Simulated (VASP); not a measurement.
# MgI2 in VASP: further runs

MgI2 is run at these levels: PBE+D3(BJ); tasks: single point.

All numbers are computed with VASP 6.6.1; they aren't measurements. Logs are shortened: lines on timing, memory, paths and dates and some standing lists are left out, and cuts for length are marked.

## Step 1: The cell of the first run

The cell holds a sheet with vacuum, 6 atoms: a = 4.128 Å, b = 4.128 Å, c = 41.840 Å, α = 90.00°, β = 90.00°, γ = 120.00°.

## Step 2: Single point, PBE+D3(BJ)

INCAR reads:

```
SYSTEM = MgI2
ALGO     = Normal         ! electronic algorithm
DIPOL    = 0.5 0.5 0.287
EDIFF    = 1E-7           ! SCF threshold, eV
ENCUT    = 520            ! plane-wave cutoff, eV
GGA      = PE             ! functional
IDIPOL   = 3            
ISIF     = 2              ! what is computed and relaxed
ISMEAR   = 0              ! smearing method
IVDW     = 12             ! dispersion correction
LASPH    = .TRUE.         ! aspherical terms in the spheres
LCHARG   = .FALSE.        ! write CHGCAR
LDIPOL   = .TRUE.       
LREAL    = .FALSE.        ! projectors in reciprocal space
LWAVE    = .FALSE.        ! write WAVECAR
NBANDS   = 25             ! bands
NELM     = 80             ! most SCF steps
PREC     = Accurate       ! precision mode
SIGMA    = 0.02           ! smearing width, eV
```

KPOINTS reads:

```
k-points
0
G
  6 6 1
  0 0 0
```

POSCAR reads:

```
MgI2
1.0
    4.1283239536      0.0000000000      0.0000000000
   -2.0641619768      3.5752334189      0.0000000000
    0.0000000000      0.0000000000     41.8401078400
Mg I
2 4
Direct
    0.0000000000      0.0000000000      0.2051211136
    0.3333333333      0.6666666667      0.3684911747
    0.3333333333      0.6666666667      0.2452621368
    0.6666666667      0.3333333333      0.1648746482
    0.6666666667      0.3333333333      0.4087376400
    0.0000000000      0.0000000000      0.3283501514
```

Potentials or basis: VASP PAW PBE potentials, release 64 (Mg, I).

Started as:

```
$ cat potpaw_PBE.64/Mg/POTCAR potpaw_PBE.64/I/POTCAR > POTCAR
$ mpirun -np 1 vasp_std > vasp.out
```

OUTCAR:

```text
SYSTEM = MgI2
   EDIFF = 1E-7
   ENCUT = 520
   GGA = PE
   ISIF = 2
   ISMEAR = 0
   IVDW = 12
   LASPH = .TRUE.
   LREAL = .FALSE.
   NELM = 80
   PREC = Accurate
 IVDW          = 12

 ion  position               nearest neighbor table
   1  0.000  0.000  0.205-   3 2.92   3 2.92   3 2.92   4 2.92   4 2.92   4 2.92
   2  0.333  0.667  0.368-   6 2.92   6 2.92   6 2.92   5 2.92   5 2.92   5 2.92
   3  0.333  0.667  0.245-   1 2.92   1 2.92   1 2.92
   4  0.667  0.333  0.165-   1 2.92   1 2.92   1 2.92
   5  0.667  0.333  0.409-   2 2.92   2 2.92   2 2.92
   6  0.000  0.000  0.328-   2 2.92   2 2.92   2 2.92

  LATTYP: Found a hexagonal cell.
 ALAT       =     4.1283239536
 C/A-ratio  =    10.1348896817

  Lattice vectors:

 A1 = (   4.1283239536,   0.0000000000,   0.0000000000)
 A2 = (  -2.0641619768,   3.5752334189,   0.0000000000)
 A3 = (   0.0000000000,   0.0000000000,  41.8401078400)

Analysis of symmetry for initial positions (statically):
=====================================================================
 Subroutine PRICEL returns:
 Original cell was already a primitive cell.

 Routine SETGRP: Setting up the symmetry group for a
 hexagonal supercell.

 Subroutine GETGRP returns: Found 12 space group operations
 (whereof  6 operations were pure point group operations)
 out of a pool of 24 trial point group operations.

The static configuration has the point symmetry C_3v.
 The point group associated with its full space group is D_3d.

Analysis of symmetry for dynamics (positions and initial velocities):
=====================================================================
 Subroutine PRICEL returns:
 Original cell was already a primitive cell.

 Routine SETGRP: Setting up the symmetry group for a
 hexagonal supercell.

 Subroutine GETGRP returns: Found 12 space group operations
 (whereof  6 operations were pure point group operations)
 out of a pool of 24 trial point group operations.

The dynamic configuration has the point symmetry C_3v.
 The point group associated with its full space group is D_3d.

 Subroutine INISYM returns: Found 12 space group operations
 (whereof  6 operations are pure point group operations),
 and found     1 'primitive' translations

----------------------------------------------------------------------------------------

                                     Primitive cell

  volume of cell :     617.5484

  direct lattice vectors                    reciprocal lattice vectors
[... 87 lines left out ...]
   PSTRESS=    0.0 pullay stress
   NELECT =      32.0000    total number of electrons
   NUPDOWN=      -1.0000    fix difference up-down
   EMIN   =  10.00;   EMAX   =-10.00  energy-range for DOS
   EFERMI =   0.00;   METHOD = LEGACY
   ISMEAR =     0;   SIGMA  =   0.02  broadening in eV -4-tet -1-fermi 0-gaus
   EFERMI_NEDOS =   21; number of points for ismear=-14 and -15
   IALGO  =     38    algorithm
   IMIX   =      4    mixing-type and parameters
     AMIX     =   0.40;   BMIX     =  1.00
     AMIX_MAG =   1.60;   BMIX_MAG =  1.00
  volume/ion in A,a.u.               =     102.92       694.57
  Fermi-wavevector in a.u.,A,eV,Ry     =   0.610334  1.153365  5.068280  0.372508
  Thomas-Fermi vector in A             =   1.665857
   LORBIT       =      0    0 simple, 1 ext, 2 COOP (PROOUT), +10 PAW based schemes
   GGA     = PE    functional components
   LHFCALC =     F    Hartree Fock is set to
   AEXX    =    0.0000 exact exchange contribution
   IVDW    =    12    specifies the selected vdW correction
   LEPSILON=     F    determine dielectric tensor
   LRPA    =     F    only Hartree local field effects (RPA)
 non-spin polarized calculation
 Gauss-broadening in eV      SIGMA  =   0.02
  energy-cutoff  :      520.00
  volume of cell :      617.55
 maximum number of plane-waves:     16757
 NGX is ok and might be reduce to    32
   NGX = 15   NGY = 15   NGZ =155

 dipolmoment           0.000000      0.000000     -0.000000 electrons x Angstroem

 number of electron      32.0000001 magnetization

 dipolmoment           0.000000      0.000000      0.000000 electrons x Angstroem

 Free energy of the ion-electron system (eV)
  ---------------------------------------------------
  ext. energy  EPLUGINS =         0.00000000
  ---------------------------------------------------
  free energy    TOTEN  =       -15.39996496 eV

  energy without entropy =      -15.39996496  energy(sigma->0) =      -15.39996496

 E-fermi :  -3.3250     XC(G=0):  -2.9389

 val. band max:       -3.4697316855   @ k =   0.0000   0.0000   0.0000
 cond. band min:      -0.0442924836   @ k =   0.5000   0.0000   0.0000
 fundamental gap:      3.4254392019
 Fermi energy:        -3.3250213826

 k-point     1 :       0.0000    0.0000    0.0000
  band No.  band energies     occupation
      1     -15.4904      2.00000
      2     -15.3947      2.00000
      3     -14.9614      2.00000
      4     -14.8557      2.00000
      5      -6.8439      2.00000
      6      -6.3839      2.00000
[... 185 lines left out ...]
     24       4.5171      0.00000
     25       4.6802      0.00000

------------------------ aborting loop because EDIFF is reached ----------------------------------------

 vacuum level on the upper side and lower side of the slab       (xc-potential included)        -0.010        -0.010

 Edisp (eV)   -1.64199

 E8    (eV) :    -0.7560

  FORCE on cell =-STRESS in cart. coord.  units (eV):
  Direction    XX          YY          ZZ          XY          YZ          ZX
  --------------------------------------------------------------------------------------
  -------------------------------------------------------------------------------------
  Total      -0.09053    -0.09053    -0.09069    -0.00000     0.00000     0.00000
  in kB      -0.23486    -0.23486    -0.23529    -0.00000     0.00000     0.00000
  external pressure =       -0.24 kB  Pullay stress =        0.00 kB

 VOLUME and BASIS-vectors are now :
 -----------------------------------------------------------------------------
  energy-cutoff  :      520.00
  volume of cell :      617.55
      direct lattice vectors                 reciprocal lattice vectors
     4.128323954  0.000000000  0.000000000     0.242229053  0.139851009  0.000000000
    -2.064161977  3.575233419  0.000000000     0.000000000  0.279702017  0.000000000
     0.000000000  0.000000000 41.840107840     0.000000000  0.000000000  0.023900512

 POSITION                                       TOTAL-FORCE (eV/Angst)
 -----------------------------------------------------------------------------------
      0.00000      0.00000      8.58229         0.000000     -0.000000     -0.005432
     -0.00000      2.38349     15.41771        -0.000000      0.000000      0.005432
     -0.00000      2.38349     10.26179         0.000000      0.000000     -0.030392
      2.06416      1.19174      6.89837         0.000000     -0.000000      0.022359
      2.06416      1.19174     17.10163        -0.000000      0.000000     -0.022359
      0.00000      0.00000     13.73821        -0.000000      0.000000      0.030392
 -----------------------------------------------------------------------------------
    total drift:                               -0.000000      0.000000      0.000006

  FREE ENERGIE OF THE ION-ELECTRON SYSTEM (eV)
  ---------------------------------------------------
  free  energy   TOTEN  =       -17.0419573811 eV

  energy  without entropy=      -17.0419573811  energy(sigma->0) =      -17.04195738

 vacuum level on the upper side and lower side of the slab         2.842         2.842
```

OSZICAR:

```text
N       E                     dE             d eps       ncg     rms          rms(c)
DAV:   1     0.232016128203E+03    0.23202E+03   -0.89187E+03   350   0.871E+02
DAV:   2     0.199915048946E+02   -0.21202E+03   -0.20007E+03   567   0.142E+02
DAV:   3    -0.142340305069E+02   -0.34226E+02   -0.33995E+02   444   0.650E+01
[... 17 lines left out ...]
DAV:  21    -0.153999642246E+02   -0.19384E-05   -0.12834E-08   304   0.401E-04    0.386E-04
DAV:  22    -0.153999645508E+02   -0.32617E-06    0.19325E-09   337   0.182E-04    0.363E-04
DAV:  23    -0.153999647703E+02   -0.21952E-06    0.44454E-09   297   0.133E-04    0.201E-04
DAV:  24    -0.153999648780E+02   -0.10766E-06    0.54212E-09   321   0.826E-05    0.100E-04
DAV:  25    -0.153999649589E+02   -0.80924E-07    0.57324E-09   288   0.691E-05
   1 F= -.17041957E+02 E0= -.17041957E+02  d E =-.114998E-25
```

It took 3.3 min on 1 thread of Intel Xeon Platinum 8488C (Sapphire Rapids), shared host; peak memory 0.72 GiB.

What came out:

| Quantity | Value |
| --- | --- |
| Free energy | -17.0420 eV |
| Largest force | 0.030 eV/Å |
| Band gap on the k mesh | 3.43 eV, indirect (least direct gap 3.87 eV) |
| Dispersion energy per atom | -0.274 eV |

Forces in eV/Å, atoms in the order of the input:
```
Mg   0.000  0.000 -0.005
Mg   0.000  0.000  0.005
I    0.000  0.000 -0.030
I    0.000  0.000  0.022
I    0.000  0.000 -0.022
I    0.000  0.000  0.030
```

Caveat: spin-orbit coupling is left out, which moves the levels of the heavy elements.

(Continued in part 2 of 2.)
